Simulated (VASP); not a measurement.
# Be in VASP: further runs

Runs on Be. Level: PBE. Tasks: single point.

Everything below comes from runs of VASP 6.6.1. Logs are shortened: lines on timing, memory, paths and dates and some standing lists are left out, and cuts for length are marked.

### 1 The cell of the first run

The cell holds a sheet with vacuum, 3 atoms: a = 2.097 Å, b = 2.097 Å, c = 29.091 Å, α = 90.00°, β = 90.00°, γ = 90.00°.

The cell was built from a structure type or drawn by symmetry, and may not be a known phase.

### 2 Single point, PBE

Contents of INCAR:

```
SYSTEM = Be
PREC = Accurate ; ENCUT = 520
EDIFF = 1E-6 ; ISMEAR = 0
SIGMA = 0.1 ; LREAL = .FALSE.
LASPH = .TRUE. ; NELM = 80
ALGO = Normal ; ISIF = 2
LWAVE = .FALSE. ; LCHARG = .FALSE.
LDIPOL = .TRUE. ; IDIPOL = 3
DIPOL = 0.5 0.5 0.292 ; GGA = PE
NBANDS = 10
```

Contents of KPOINTS:

```
Automatic mesh
0
G
  8 8 1
  0 0 0
```

Contents of POSCAR:

```
Be
1.0
    2.0973682234      0.0000000000      0.0000000000
    0.0000000000      2.0973682234      0.0000000000
    0.0000000000      0.0000000000     29.0909222400
Be
3
Direct
    0.5000000000      0.5000000000      0.3576777540
    0.5000000000      0.5000000000      0.2266969818
    0.5000000000      0.5000000000      0.2921873679
```

Potentials or basis: VASP PAW PBE potentials, release 64 (Be).

Launch:

```console
$ cat potpaw_PBE.64/Be/POTCAR > POTCAR
$ mpirun -np 1 vasp_std > vasp.out
```

OUTCAR:

```text
SYSTEM = Be
   PREC = Accurate
   ENCUT = 520
   EDIFF = 1E-6
   ISMEAR = 0
   LREAL = .FALSE.
   LASPH = .TRUE.
   NELM = 80
   ISIF = 2
   GGA = PE

 ion  position               nearest neighbor table
   1  0.500  0.500  0.358-   3 1.91
   2  0.500  0.500  0.227-   3 1.91
   3  0.500  0.500  0.292-   2 1.91   1 1.91

  LATTYP: Found a simple tetragonal cell.
 ALAT       =     2.0973682234
 C/A-ratio  =    13.8702026261

  Lattice vectors:

 A1 = (   2.0973682234,   0.0000000000,   0.0000000000)
 A2 = (   0.0000000000,   2.0973682234,   0.0000000000)
 A3 = (   0.0000000000,   0.0000000000,  29.0909222400)

Analysis of symmetry for initial positions (statically):
=====================================================================
 Subroutine PRICEL returns:
 Original cell was already a primitive cell.

 Routine SETGRP: Setting up the symmetry group for a
 simple tetragonal supercell.

 Subroutine GETGRP returns: Found 16 space group operations
 (whereof  8 operations were pure point group operations)
 out of a pool of 16 trial point group operations.

The static configuration has the point symmetry C_4v.
 The point group associated with its full space group is D_4h.

Analysis of symmetry for dynamics (positions and initial velocities):
=====================================================================
 Subroutine PRICEL returns:
 Original cell was already a primitive cell.

 Routine SETGRP: Setting up the symmetry group for a
 simple tetragonal supercell.

 Subroutine GETGRP returns: Found 16 space group operations
 (whereof  8 operations were pure point group operations)
 out of a pool of 16 trial point group operations.

The dynamic configuration has the point symmetry C_4v.
 The point group associated with its full space group is D_4h.

 Subroutine INISYM returns: Found 16 space group operations
 (whereof  8 operations are pure point group operations),
 and found     1 'primitive' translations

----------------------------------------------------------------------------------------

                                     Primitive cell

  volume of cell :     127.9696

  direct lattice vectors                    reciprocal lattice vectors
     2.097368223  0.000000000  0.000000000     0.476788000  0.000000000  0.000000000
     0.000000000  2.097368223  0.000000000     0.000000000  0.476788000  0.000000000
     0.000000000  0.000000000 29.090922240     0.000000000  0.000000000  0.034374984

  length of vectors
     2.097368223  2.097368223 29.090922240     0.476788000  0.476788000  0.034374984

  position of ions in fractional coordinates (direct lattice)
     0.500000000  0.500000000  0.357677754
     0.500000000  0.500000000  0.226696982
     0.500000000  0.500000000  0.292187368

  ion indices of the primitive-cell ions
   primitive index   ion index
                 1           1
                 2           2
                 3           3

----------------------------------------------------------------------------------------

 KPOINTS: Automatic mesh

Automatic generation of k-mesh.
 Grid dimensions read from file:
 generate k-points for:    8    8    1

 Generating k-lattice:

  Cartesian coordinates                     Fractional coordinates (reciprocal lattice)
     0.059598500  0.000000000  0.000000000     0.125000000  0.000000000  0.000000000
     0.000000000  0.059598500  0.000000000     0.000000000  0.125000000  0.000000000
     0.000000000  0.000000000  0.034374984     0.000000000  0.000000000  1.000000000

  Length of vectors
     0.059598500  0.059598500  0.034374984

  Shift w.r.t. Gamma in fractional coordinates (k-lattice)
     0.000000000  0.000000000  0.000000000

 Subroutine IBZKPT returns following result:
 ===========================================

 Found     15 irreducible k-points:

 Following reciprocal coordinates:
            Coordinates               Weight
  0.000000  0.000000  0.000000      1.000000
  0.125000  0.000000  0.000000      4.000000
  0.250000  0.000000  0.000000      4.000000
  0.375000  0.000000  0.000000      4.000000
  0.500000  0.000000  0.000000      2.000000
  0.125000  0.125000  0.000000      4.000000
  0.250000  0.125000  0.000000      8.000000
  0.375000  0.125000  0.000000      8.000000
  0.500000  0.125000  0.000000      4.000000
  0.250000  0.250000  0.000000      4.000000
  0.375000  0.250000  0.000000      8.000000
  0.500000  0.250000  0.000000      4.000000
  0.375000  0.375000  0.000000      4.000000
  0.500000  0.375000  0.000000      4.000000
  0.500000  0.500000  0.000000      1.000000
   k-points           NKPTS =     15   k-points in BZ     NKDIM =     15   number of bands    NBANDS=     10
   number of dos      NEDOS =    301   number of ions     NIONS =      3
   total plane-waves  NPLWV =  55296
   dimension x,y,z NGX =    16 NGY =   16 NGZ =  216
   dimension x,y,z NGXF=    32 NGYF=   32 NGZF=  432
   ions per type =               3
   NGX,Y,Z   is equivalent  to a cutoff of  12.68, 12.68, 12.34 a.u.
   NGXF,Y,Z  is equivalent  to a cutoff of  25.36, 25.36, 24.69 a.u.
 SYSTEM =  Be
   PREC   = accura    normal or accurate (medium, high low for compatibility)
   ISTART =      0    job   : 0-new  1-cont  2-samecut
   ICHARG =      2    charge: 1-file 2-atom 10-const
   ISPIN  =      1    spin polarized calculation?
   LNONCOLLINEAR =      F non collinear calculations
   LSORBIT =      F    spin-orbit coupling
   LASPH  =      T    aspherical Exc in radial PAW
   ENCUT  =  520.0 eV  38.22 Ry    6.18 a.u.   3.90  3.90 54.09*2*pi/ulx,y,z
   NELM   =     80;   NELMIN=  2; NELMDL= -5     # of ELM steps
   EDIFF  = 0.1E-05   stopping-criterion for ELM
   LREAL  =      F    real-space projection
   EDIFFG = 0.1E-04   stopping-criterion for IOM
   NSW    =      0    number of steps for IOM
   IBRION =     -1    ionic relax: 0-MD 1-quasi-New 2-CG
   NFREE  =      0    steps in history (QN), initial steepest desc. (CG)
   ISIF   =      2    stress and relaxation
   ISYM   =      2    0-nonsym 1-usesym 2-fastsym
   POTIM  = 0.5000    time-step for ionic-motion
   TEBEG  =    0.0;   TEEND  =   0.0 temperature during run
   PSTRESS=    0.0 pullay stress
   NELECT =       6.0000    total number of electrons
   NUPDOWN=      -1.0000    fix difference up-down
   EMIN   =  10.00;   EMAX   =-10.00  energy-range for DOS
   EFERMI =   0.00;   METHOD = LEGACY
   ISMEAR =     0;   SIGMA  =   0.10  broadening in eV -4-tet -1-fermi 0-gaus
   EFERMI_NEDOS =   21; number of points for ismear=-14 and -15
   IALGO  =     38    algorithm
   IMIX   =      4    mixing-type and parameters
     AMIX     =   0.40;   BMIX     =  1.00
     AMIX_MAG =   1.60;   BMIX_MAG =  1.00
  volume/ion in A,a.u.               =      42.66       287.86
  Fermi-wavevector in a.u.,A,eV,Ry     =   0.590323  1.115549  4.741374  0.348481
  Thomas-Fermi vector in A             =   1.638320
   LORBIT       =      0    0 simple, 1 ext, 2 COOP (PROOUT), +10 PAW based schemes
   GGA     = PE    functional components
   LHFCALC =     F    Hartree Fock is set to
   AEXX    =    0.0000 exact exchange contribution
   IVDW    =     0    specifies the selected vdW correction
   LEPSILON=     F    determine dielectric tensor
   LRPA    =     F    only Hartree local field effects (RPA)
 non-spin polarized calculation
 Gauss-broadening in eV      SIGMA  =   0.10
  energy-cutoff  :      520.00
  volume of cell :      127.97
 maximum number of plane-waves:      3524
 NGX is ok and might be reduce to    16
   NGX =  7   NGY =  7   NGZ =109

 dipolmoment           0.000000      0.000000     -0.000012 electrons x Angstroem

 number of electron       6.0000000 magnetization

 dipolmoment           0.000000      0.000000      0.000001 electrons x Angstroem

 Free energy of the ion-electron system (eV)
  ---------------------------------------------------
  ext. energy  EPLUGINS =         0.00000000
  ---------------------------------------------------
  free energy    TOTEN  =        -7.68912378 eV

  energy without entropy =       -7.68621880  energy(sigma->0) =       -7.68767129

 E-fermi :  -3.2892     XC(G=0):  -2.7213

 val. band max:       -3.4121122156   @ k =   0.2500   0.1250   0.0000
 cond. band min:      -3.1909729025   @ k =   0.5000   0.1250   0.0000
 fundamental gap:      0.2211393130
 Fermi energy:        -3.2892229008

 k-point     1 :       0.0000    0.0000    0.0000
  band No.  band energies     occupation
      1     -13.0830      2.00000
      2     -11.0376      2.00000
      3      -7.1728      2.00000
      4      -5.6833      2.00000
      5       0.3118      0.00000
      6       1.7666      0.00000
      7       2.2680      0.00000
      8       2.6560      0.00000
      9       2.7666      0.00000
     10       3.7167      0.00000

 k-point     2 :       0.1250    0.0000    0.0000
  band No.  band energies     occupation
      1     -12.6821      2.00000
      2     -10.6235      2.00000
      3      -6.7801      2.00000
      4      -5.2163      2.00000
      5       0.6564      0.00000
      6       2.2532      0.00000
      7       2.7847      0.00000
      8       3.1505      0.00000
      9       3.2848      0.00000
     10       4.2075      0.00000

 k-point     3 :       0.2500    0.0000    0.0000
  band No.  band energies     occupation
      1     -11.4933      2.00000
      2      -9.3993      2.00000
      3      -5.6480      2.00000
      4      -3.8851      2.00000
      5       1.2526      0.00000
      6       2.4898      0.00000
      7       3.1508      0.00000
      8       4.3772      0.00000
      9       4.5393      0.00000
     10       4.7356      0.00000
[... 131 lines left out ...]
 k-point    14 :       0.5000    0.3750    0.0000
  band No.  band energies     occupation
      1      -3.8513      2.00000
      2      -2.7824      0.00000
      3      -1.5455      0.00000
      4      -0.8370      0.00000
      5       1.2304      0.00000
      6       2.4324      0.00000
      7       2.8061      0.00000
      8       5.0936      0.00000
      9       6.8301      0.00000
     10       8.8808      0.00000

 k-point    15 :       0.5000    0.5000    0.0000
  band No.  band energies     occupation
      1      -2.2622      0.00000
      2      -2.2622      0.00000
      3       0.0124      0.00000
      4       0.0124      0.00000
      5       2.6183      0.00000
      6       2.6567      0.00000
      7       2.6567      0.00000
      8       4.0113      0.00000
      9       4.1972      0.00000
     10       6.5806      0.00000

------------------------ aborting loop because EDIFF is reached ----------------------------------------

 vacuum level on the upper side and lower side of the slab       (xc-potential included)        -0.011        -0.011

  FORCE on cell =-STRESS in cart. coord.  units (eV):
  Direction    XX          YY          ZZ          XY          YZ          ZX
  --------------------------------------------------------------------------------------
  -------------------------------------------------------------------------------------
  Total       -0.6289436     -0.6289436      6.7436034      0.0000000      0.0000000      0.0000000
  in kB       -7.8743634     -7.8743634     84.4297977      0.0000000      0.0000000      0.0000000
  external PRESSURE =      22.8936903 kB  Pullay stress =       0.0000000 kB

 VOLUME and BASIS-vectors are now :
 -----------------------------------------------------------------------------
  energy-cutoff  :      520.00
  volume of cell :      127.97
      direct lattice vectors                 reciprocal lattice vectors
     2.097368223  0.000000000  0.000000000     0.476788000  0.000000000  0.000000000
     0.000000000  2.097368223  0.000000000     0.000000000  0.476788000  0.000000000
     0.000000000  0.000000000 29.090922240     0.000000000  0.000000000  0.034374984

 POSITION                                       TOTAL-FORCE (eV/Angst)
 -----------------------------------------------------------------------------------
      1.04868      1.04868     10.40518         0.000000      0.000000      1.770170
      1.04868      1.04868      6.59482        -0.000000      0.000000     -1.770170
      1.04868      1.04868      8.50000        -0.000000      0.000000     -0.000000
 -----------------------------------------------------------------------------------
    total drift:                                0.000000      0.000000      0.000005

  FREE ENERGIE OF THE ION-ELECTRON SYSTEM (eV)
  ---------------------------------------------------
  free  energy   TOTEN  =        -7.6891237813 eV

  energy  without entropy=       -7.6862188039  energy(sigma->0) =       -7.68767129

 vacuum level on the upper side and lower side of the slab         2.312         2.313
```

Wall time 22 s (1 thread of Intel Xeon Platinum 8488C (Sapphire Rapids), shared host); peak memory 0.21 GiB.

What came out:

```yaml
Free_energy: -7.6891 eV
Largest_force: 1.770 eV/Å
Band_gap_on_the_k_mesh: zero (bands 3 and 4 overlap by 5.70 eV)
```

Forces in eV/Å, atoms in the order of the input:
```
Be   0.000  0.000  1.770
Be   0.000  0.000 -1.770
Be   0.000  0.000  0.000
```

Levels at points of the mesh, in eV from the Fermi level:
| k point | band 1 | band 2 | band 3 | band 4 | band 5 | band 6 | band 7 | band 8 |
| --- | --- | --- | --- | --- | --- | --- | --- | --- |
| (0.00, 0.00, 0.00) | -9.79 | -7.75 | -3.88 | -2.39 | 3.60 | 5.06 | 5.56 | 5.95 |
| (0.50, 0.00, 0.00) | -4.69 | -2.35 | -1.40 | -0.26 | 0.56 | 4.34 | 4.55 | 8.83 |
| (0.50, 0.50, 0.00) | 1.03 | 1.03 | 3.30 | 3.30 | 5.91 | 5.95 | 5.95 | 7.30 |

Caveat: the k points lie up to 0.37 Å⁻¹ apart, too coarse for converged energies and pressures of a metal.

### 3 Single point, PBE

This run uses another cell than the first one, of the same volume but with other edges.

Contents of INCAR:

```
ALGO = Normal
DIPOL = 0.5 0.5 0.271
EDIFF = 1E-6
ENCUT = 520
GGA = PE
IDIPOL = 3
ISIF = 2
ISMEAR = 0
LASPH = True
LCHARG = False
LDIPOL = True
LREAL = False
LWAVE = False
NBANDS = 10
NELM = 100
PREC = Accurate
SIGMA = 0.1
```

Contents of KPOINTS:

```
k-points
0
Gamma
  22 22 1
```

Contents of POSCAR:

```
Be
1.0
    2.0180939546      0.0000000000      0.0000000000
    0.0000000000      2.0180939546      0.0000000000
    0.0000000000      0.0000000000     31.4207029180
Be
3
Direct
    0.5000000000      0.5000000000      0.3518732389
    0.5000000000      0.5000000000      0.1891713088
    0.5000000000      0.5000000000      0.2705222738
```

Potentials or basis: VASP PAW PBE potentials, release 64 (Be).

Launch:

```console
$ cat potpaw_PBE.64/Be/POTCAR > POTCAR
$ mpirun -np 1 vasp_std > vasp.out
```

It took 92 s on 1 thread of Intel Xeon Platinum 8488C (Sapphire Rapids), shared host; peak memory 0.27 GiB.

Results (log left out):

```yaml
Free_energy: -8.3417 eV
Largest_force: 0.031 eV/Å
Band_gap_on_the_k_mesh: zero (bands 3 and 4 overlap by 7.10 eV)
```

Forces on the atoms (eV/Å):
```
Be   0.000  0.000  0.031
Be   0.000  0.000 -0.031
Be   0.000  0.000  0.000
```

Levels at points of the mesh, in eV from the Fermi level:
| k point | band 1 | band 2 | band 3 | band 4 | band 5 | band 6 | band 7 | band 8 |
| --- | --- | --- | --- | --- | --- | --- | --- | --- |
| (0.00, 0.00, 0.00) | -9.02 | -7.77 | -5.67 | -3.54 | -0.32 | 2.88 | 4.17 | 4.52 |
| (0.50, 0.00, 0.00) | -3.71 | -2.70 | -1.70 | 0.39 | 1.22 | 3.96 | 4.37 | 7.46 |
| (0.50, 0.50, 0.00) | 2.70 | 2.70 | 3.56 | 3.56 | 4.33 | 4.33 | 8.85 | 8.94 |
